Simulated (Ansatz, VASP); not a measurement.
## Two plane-wave programs on LaSc

```
La Sc
1.0
     3.70082    0.00000    0.00000
     0.00000    3.70082    0.00000
     0.00000    0.00000    3.70082
La Sc
1 1
Direct
  0.00000 0.00000 0.00000
  0.50000 0.50000 0.50000
```

Change from the starting cell: species swapped into the HfIr type (Pm-3m, No. 221).

Alike in both runs: task relaxation of cell and atoms; functional PBE; k mesh 6 × 6 × 6; occupations gaussian, width 0.1 eV; no spin polarisation.

|  | VASP | Ansatz |
| --- | --- | --- |
| version | VASP 6.6.1 | Ansatz 0.2.0 |
| potentials or method | VASP PAW PBE potentials, release 64 (La, Sc_sv), cutoff 600 eV | scalar-relativistic, plane waves, PAW |
| valence electrons in the cell | 22 | 22 |

VASP gave:

- gap on the k mesh at the Fermi level, each at its own relaxed structure (eV): none
- relaxed volume (Å³/atom): 30.51
- relaxed cell length with the largest relative difference (Å): 3.937

Problem. What did Ansatz give for the same quantities?

Solution. gap on the k mesh at the Fermi level, each at its own relaxed structure (eV): none; relaxed volume (Å³/atom): 30.24; relaxed cell length with the largest relative difference (Å): 3.925.

A gap of «none» marks a metal or a gap that the smearing closes.

Neither program's run includes spin-orbit coupling. Noted on VASP's run: the volume moved by over 15 % at a fixed basis, so the end points are rough.
